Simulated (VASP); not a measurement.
Here is a VASP 6.6.1 calculation.

The input INCAR:

```
SYSTEM = Ge2P
ALGO = Normal ; EDIFF = 1E-6
EDIFFG = -0.01 ; ENCUT = 600
GGA = PE ; IBRION = 2
ISIF = 3 ; ISMEAR = 0
LASPH = .True. ; LCHARG = .False.
LREAL = .False. ; LWAVE = .False.
NELM = 80 ; NSW = 100
PREC = Accurate ; SIGMA = 0.1
```

KPOINTS

```
k-points
0
Gamma
  12 12 16
  0 0 0
```

POSCAR

```
Ge2P
1.0
    4.5850547030      0.0000000000      0.0000000000
   -2.2925273515      3.9707738505      0.0000000000
    0.0000000000      0.0000000000      2.9544084092
Ge P
2 1
Direct
    0.3333333333      0.6666666667      0.5000000000
    0.6666666667      0.3333333333      0.5000000000
    0.0000000000      0.0000000000      0.0000000000
```

Potentials or basis: VASP PAW PBE potentials, release 64 (Ge_d, P).

Launch:

```console
$ cat potpaw_PBE.64/Ge_d/POTCAR potpaw_PBE.64/P/POTCAR > POTCAR
$ mpirun -np 1 vasp_std > vasp.out
```

Q: Estimate the relaxed volume.

A: 17.80 Å³/atom.

Q: What does it give for the relaxed cell?

A: a = 4.751 Å, b = 4.751 Å, c = 2.731 Å, α = 90.00°, β = 90.00°, γ = 120.00°.

Q: Predict the space group after relaxing (to 0.1 Å).

A: P6/mmm (No. 191).

Final structure:
```
Ge P
1.0
     4.75114    0.00000    0.00000
    -2.37557    4.11461    0.00000
     0.00000    0.00000    2.73093
Ge P
2 1
Direct
  0.33333 0.66667 0.50000
  0.66667 0.33333 0.50000
  0.00000 0.00000 0.00000
```

Caveat: the highest band is partly filled, so the run has too few bands.
